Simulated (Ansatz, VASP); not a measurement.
**BaTiO3 in VASP and in Ansatz**

Contents of INCAR:

```
SYSTEM = BaTiO3
PREC = Accurate
ENCUT = 520
EDIFF = 1E-7
ISMEAR = 0
SIGMA = 0.05
LREAL = .FALSE.
LASPH = .TRUE.
NELM = 150
ALGO = Normal
ISIF = 2
LWAVE = .FALSE.
LCHARG = .FALSE.
LMAXMIX = 4
LDAU = .TRUE.
LDAUTYPE = 2
LDAUL = -1 2 -1
LDAUU = 0 4 0
LDAUJ = 0 0 0
LDAUPRINT = 1
GGA = PE
NBANDS = 28
```

Contents of KPOINTS:

```
Automatic mesh
0
G
  6 6 6
  0 0 0
```

File POSCAR:

```
BaTiO3
1.0
    3.8078084423      0.0000000000      0.0000000000
    0.0000000000      2.7296174090      2.8859184405
    0.0000000000     -2.7296174090      2.8859184405
Ba Ti O
1 1 3
Direct
    0.0000000000      0.0080771898      0.0080771898
    0.5000000000      0.5197092923      0.5197092923
    0.0000000000      0.4916268263      0.4916268263
    0.5000000000      0.4938075436      0.9829991481
    0.5000000000      0.9829991481      0.4938075436
```

Input for Ansatz:

```yaml
crystal:
  lattice:
    - [3.8078083599, 0.0, 0.0]
    - [0.0, 2.7296174453, 2.8859185184]
    - [0.0, -2.7296174453, 2.8859185184]
  atoms:
    - { symbol: Ba, position: [0.0, 0.0080772002, 0.0080772002] }
    - { symbol: Ti, position: [0.5, 0.5197092998, 0.5197092998] }
    - { symbol: O, position: [0.0, 0.4916268155, 0.4916268155] }
    - { symbol: O, position: [0.5, 0.4938075461, 0.9829991384] }
    - { symbol: O, position: [0.5, 0.9829991384, 0.4938075461] }
basis:
  ecutwfc: 420
kpoints:
  mp_grid: { grid: [6, 6, 6] }
hamiltonian:
  xc: pbe
  hubbard: { sites: [{ species: Ti, l: d, u_eff: 4.0 }] }
scf:
  occupations: { method: gaussian, width: 0.05 }
output:
  forces: true
  stress: true
  eigenvalues: true
```

Change from the starting cell: strain -0.050 along x and y, +0.000 along z, atoms carried along.

Alike in both runs: task single point; functional PBE; k mesh 6 × 6 × 6; occupations gaussian, width 0.05 eV; no spin polarisation; Hubbard terms Ti d U = 4.0 eV.

|  | VASP | Ansatz |
| --- | --- | --- |
| version | VASP 6.6.1 | Ansatz 0.2.0 |
| potentials or method | VASP PAW PBE potentials, release 64 (Ba_sv, Ti_sv, O), cutoff 520 eV | scalar-relativistic, plane waves, PAW |
| valence electrons in the cell | 40 | 40 |

```tsv
	VASP	Ansatz	Ansatz less VASP
gap on the k mesh at the Fermi level (eV)	2.61	2.66	+0.045
least direct gap on the mesh (eV)	2.88	2.91	+0.029
pressure (GPa)	25.8	20.8	-4.99
traceless stress, the component that is largest in VASP (GPa)	-9.77	-9.25	+0.522
rms of the force components (eV/Å)	0.580	0.338	-0.2417
```

The programs project onto different local orbitals, so the same U acts differently, and such runs can settle in different states. Atom by atom the forces differ by 0.249 eV/Å (rms over components).

Neither program's run includes spin-orbit coupling.
